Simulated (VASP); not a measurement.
# EuSb (P6_3/mmc) in VASP: notebook

Runs on EuSb. Level: PBE. Tasks: single point.

Program: VASP 6.6.1. These are calculated values, not measurements. Logs are shortened: lines on timing, memory, paths and dates and some standing lists are left out, and cuts for length are marked.

### 1 The cell of the first run

Symmetry: P6_3/mmc, No. 194, hexagonal system. Conventional cell: a = 4.908 Å, b = 4.908 Å, c = 6.623 Å, α = 90.00°, β = 90.00°, γ = 120.00°. Within 4.4 Å of Eu (site symmetry -6m2) lie 6 Sb at 3.28 Å and 6 Eu at 4.36 Å. Sb (site symmetry -3m) has 6 Eu at 3.28 Å and 2 Sb at 3.31 Å within 4.3 Å.

### 2 Single point, PBE, collinear spin, ferromagnetic start

INCAR

```
SYSTEM = EuSb
  PREC = Accurate
  ENCUT = 520
  EDIFF = 1E-7
  ISMEAR = 0
  SIGMA = 0.05
  LREAL = .FALSE.
  LASPH = .TRUE.
  NELM = 150
  ALGO = Normal
  ISIF = 2
  LWAVE = .FALSE.
  LCHARG = .TRUE.
  ISPIN = 2
  MAGMOM = 7.42 7.42 0 0
  LORBIT = 11
  LMAXMIX = 6
  GGA = PE
  LELF = .TRUE.
  LVHAR = .TRUE.
  NBANDS = 34
```

KPOINTS

```
regular mesh
0
G
  8 8 6
  0 0 0
```

POSCAR

```
EuSb
1.0
    4.9083820416      0.0000000000      0.0000000000
   -2.4541910208      4.2507835395      0.0000000000
    0.0000000000      0.0000000000      6.6225054227
Eu Sb
2 2
Direct
    0.3333333333      0.6666666667      0.2500000000
    0.6666666667      0.3333333333      0.7500000000
    0.0000000000      0.0000000000      0.0000000000
    0.0000000000      0.0000000000      0.5000000000
```

Potentials or basis: VASP PAW PBE potentials, release 64 (Eu, Sb).

Command:

```bash
$ cat potpaw_PBE.64/Eu/POTCAR potpaw_PBE.64/Sb/POTCAR > POTCAR
$ mpirun -np 1 vasp_std > vasp.out
```

OUTCAR:

```text
SYSTEM = EuSb
   PREC = Accurate
   ENCUT = 520
   EDIFF = 1E-7
   ISMEAR = 0
   LREAL = .FALSE.
   LASPH = .TRUE.
   NELM = 150
   ISIF = 2
   ISPIN = 2
   LORBIT = 11
   GGA = PE

 ion  position               nearest neighbor table
   1  0.333  0.667  0.250-   3 3.28   4 3.28   3 3.28   4 3.28   3 3.28   4 3.28
   2  0.667  0.333  0.750-   3 3.28   4 3.28   3 3.28   4 3.28   3 3.28   4 3.28
   3  0.000  0.000  0.000-   1 3.28   2 3.28   1 3.28   2 3.28   2 3.28   1 3.28   4 3.31   4 3.31

   4  0.000  0.000  0.500-   1 3.28   2 3.28   1 3.28   2 3.28   2 3.28   1 3.28   3 3.31   3 3.31

  LATTYP: Found a hexagonal cell.
 ALAT       =     4.9083820416
 C/A-ratio  =     1.3492237089

  Lattice vectors:

 A1 = (   4.9083820416,   0.0000000000,   0.0000000000)
 A2 = (  -2.4541910208,   4.2507835395,   0.0000000000)
 A3 = (   0.0000000000,   0.0000000000,   6.6225054227)

Analysis of symmetry for initial positions (statically):
=====================================================================
 Subroutine PRICEL returns:
 Original cell was already a primitive cell.

 Routine SETGRP: Setting up the symmetry group for a
 hexagonal supercell.

 Subroutine GETGRP returns: Found 24 space group operations
 (whereof 12 operations were pure point group operations)
 out of a pool of 24 trial point group operations.

The static configuration has the point symmetry D_3d.
 The point group associated with its full space group is D_6h.

Analysis of symmetry for dynamics (positions and initial velocities):
=====================================================================
 Subroutine PRICEL returns:
 Original cell was already a primitive cell.

 Routine SETGRP: Setting up the symmetry group for a
 hexagonal supercell.

 Subroutine GETGRP returns: Found 24 space group operations
 (whereof 12 operations were pure point group operations)
 out of a pool of 24 trial point group operations.

The dynamic configuration has the point symmetry D_3d.
 The point group associated with its full space group is D_6h.

Analysis of structural, dynamic, and magnetic symmetry:
=====================================================================
 Subroutine PRICEL returns:
 Original cell was already a primitive cell.

 Routine SETGRP: Setting up the symmetry group for a
 hexagonal supercell.

 Subroutine GETGRP returns: Found 24 space group operations
[... 136 lines left out ...]
   IVDW    =     0    specifies the selected vdW correction
   LEPSILON=     F    determine dielectric tensor
   LRPA    =     F    only Hartree local field effects (RPA)
 spin polarized calculation
 Gauss-broadening in eV      SIGMA  =   0.05
  energy-cutoff  :      520.00
  volume of cell :      138.18
 maximum number of plane-waves:      3744
 NGX is ok and might be reduce to    40
   NGX = 19   NGY = 19   NGZ = 25

 number of electron      43.9999995 magnetization      13.6667543

 Free energy of the ion-electron system (eV)
  ---------------------------------------------------
  ext. energy  EPLUGINS =         0.00000000
  ---------------------------------------------------
  free energy    TOTEN  =       -35.22602319 eV

  energy without entropy =      -35.21814985  energy(sigma->0) =      -35.22208652

 E-fermi :   3.9870     XC(G=0):  -9.1758

 val. band max:        3.9847438417   @ k =   0.0000   0.0000   0.5000
 cond. band min:       3.9906059641   @ k =   0.5000   0.0000   0.0000
 fundamental gap:      0.0058621224
 Fermi energy:         3.9870258775

 spin component 1

 k-point     1 :       0.0000    0.0000    0.0000
  band No.  band energies     occupation
      1     -37.2874      1.00000
      2     -37.2803      1.00000
      3     -16.1161      1.00000
      4     -16.0560      1.00000
      5     -16.0560      1.00000
      6     -16.0321      1.00000
[... 877 lines left out ...]
     33       6.5525      0.00000
     34       7.0120      0.00000

 [... further k-points ...]

 spin component 2

 k-point     1 :       0.0000    0.0000    0.0000
  band No.  band energies     occupation
      1     -34.2295      1.00000
      2     -34.2194      1.00000
      3     -13.9598      1.00000
      4     -13.8558      1.00000
      5     -13.8558      1.00000
      6     -13.8261      1.00000
[... 877 lines left out ...]
     33       8.6452      0.00000
     34       8.7317      0.00000

 [... further k-points ...]

------------------------ aborting loop because EDIFF is reached ----------------------------------------

  FORCE on cell =-STRESS in cart. coord.  units (eV):
  Direction    XX          YY          ZZ          XY          YZ          ZX
  --------------------------------------------------------------------------------------
  -------------------------------------------------------------------------------------
  Total       -0.1797141     -0.1797141     -0.0994412      0.0000000      0.0000000      0.0000000
  in kB       -2.0838335     -2.0838335     -1.1530481      0.0000000      0.0000000      0.0000000
  external PRESSURE =      -1.7735717 kB  Pullay stress =       0.0000000 kB

 VOLUME and BASIS-vectors are now :
 -----------------------------------------------------------------------------
  energy-cutoff  :      520.00
  volume of cell :      138.18
      direct lattice vectors                 reciprocal lattice vectors
     4.908382042  0.000000000  0.000000000     0.203733123  0.117625373  0.000000000
    -2.454191021  4.250783540  0.000000000     0.000000000  0.235250746  0.000000000
     0.000000000  0.000000000  6.622505423     0.000000000  0.000000000  0.151000254

 POSITION                                       TOTAL-FORCE (eV/Angst)
 -----------------------------------------------------------------------------------
     -0.00000      2.83386      1.65563        -0.000000     -0.000000      0.000000
      2.45419      1.41693      4.96688         0.000000      0.000000      0.000000
      0.00000      0.00000      0.00000         0.000000      0.000000      0.000000
      0.00000      0.00000      3.31125         0.000000      0.000000      0.000000
 -----------------------------------------------------------------------------------
    total drift:                               -0.000000      0.000000     -0.000000

  FREE ENERGIE OF THE ION-ELECTRON SYSTEM (eV)
  ---------------------------------------------------
  free  energy   TOTEN  =       -35.2260231921 eV

  energy  without entropy=      -35.2181498513  energy(sigma->0) =      -35.22208652

 total charge

# of ion       s       p       d       f       tot
--------------------------------------------------
    1        2.036   5.744   0.325   6.613  14.719
    2        2.036   5.744   0.325   6.613  14.719
    3        1.138   1.343   0.015   0.000   2.495
    4        1.138   1.343   0.015   0.000   2.495
--------------------------------------------------
tot          6.348  14.175   0.680  13.226  34.428

 magnetization (x)

# of ion       s       p       d       f       tot
--------------------------------------------------
    1       -0.012  -0.114   0.067   6.591   6.532
    2       -0.012  -0.114   0.067   6.591   6.532
    3       -0.007  -0.043   0.003   0.000  -0.047
    4       -0.007  -0.043   0.003   0.000  -0.047
--------------------------------------------------
tot         -0.039  -0.314   0.141  13.181  12.970
```

stdout:

```text
POSCAR found type information on POSCAR EuSb
 POSCAR found :  2 types and       4 ions
 scaLAPACK will be used
 LDA part: xc-table for (Slater+PW92), standard interpolation
 POSCAR, INCAR and KPOINTS ok, starting setup
 FFT: planning ... GRIDC
 FFT: planning ... GRID_SOFT
 FFT: planning ... GRID
 WAVECAR not read
 entering main loop
```

It took 24 min on 1 thread of Intel Xeon 8259CL, shared host; peak memory 0.54 GiB.

Results:

* Free energy: -35.2260 eV
* Pressure: -0.2 GPa
* Net moment: 13.67 μB per cell
* Site moments: Eu +6.53; Sb -0.05 μB
* Valence electrons inside the program's atomic spheres: Eu 14.72; Sb 2.50

Levels at points of the mesh, in eV from the Fermi level:
Spin up:
```csv
k point,band 26,band 27,band 28,band 29,band 30,band 31,band 32,band 33
"(0.00, 0.00, 0.00)",-0.15,-0.12,0.45,0.45,0.94,1.62,1.62,1.67
"(0.50, 0.00, 0.00)",-0.16,-0.15,-0.14,-0.06,0.00,2.36,2.63,2.89
"(0.00, 0.00, 0.50)",-0.10,-0.10,-0.10,0.00,0.00,2.11,2.11,2.83
"(0.50, 0.00, 0.50)",-0.17,-0.10,-0.10,-0.07,-0.07,1.54,1.54,2.78
```
Spin down:
| k point | band 13 | band 14 | band 15 | band 16 | band 17 | band 18 |
| --- | --- | --- | --- | --- | --- | --- |
| (0.00, 0.00, 0.00) | -1.76 | -0.28 | -0.28 | 1.10 | 2.14 | 2.14 |
| (0.50, 0.00, 0.00) | -1.29 | -1.19 | -1.18 | 0.50 | 2.86 | 2.92 |
| (0.00, 0.00, 0.50) | -1.26 | -1.26 | -1.08 | -1.08 | 2.35 | 2.35 |
| (0.50, 0.00, 0.50) | -1.22 | -1.22 | -0.85 | -0.85 | 1.79 | 1.79 |

Caveat: spin-orbit coupling is left out, which moves the levels of the heavy elements; semilocal functionals describe open f shells poorly, which spoils levels, moments and volumes. The state reached can hang on the start; a lower one may exist.

(Part 1 of 2 ends here.)
